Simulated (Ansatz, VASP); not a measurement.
# One calculation of C, two programs

```xyz
4
Lattice="2.9436 0.0000 0.0000 -1.4718 2.5492 0.0000 0.0000 0.0000 6.2656" Properties=species:S:1:pos:R:3 pbc="T T T"
C     1.4718    0.0000    3.1328
C    -0.7359    1.2746    3.1328
C     0.7359    1.2746    3.1328
C     0.0000    0.0000    0.0000
```

Alike in both runs: functional PBE; k mesh 18 × 18 × 8; occupations gaussian, width 0.1 eV; no spin polarisation.

Ansatz relaxed the structure, and its values are those at the end. VASP's run is a single point on that final structure, the one shown.

```csv
,VASP,Ansatz
version,VASP 6.6.1,Ansatz 0.2.0
potentials or method,"VASP PAW PBE potentials, release 64 (C), cutoff 520 eV","scalar-relativistic, plane waves, PAW"
valence electrons in the cell,16,16
```

```csv
,VASP,Ansatz,Ansatz less VASP
gap on the k mesh at the Fermi level (eV),none,none,-
pressure (GPa),0.1,0.0,-0.10
```

A gap of «none» marks a metal or a gap that the smearing closes. With one functional, cell and mesh, what is left measures potentials, basis and numerics.
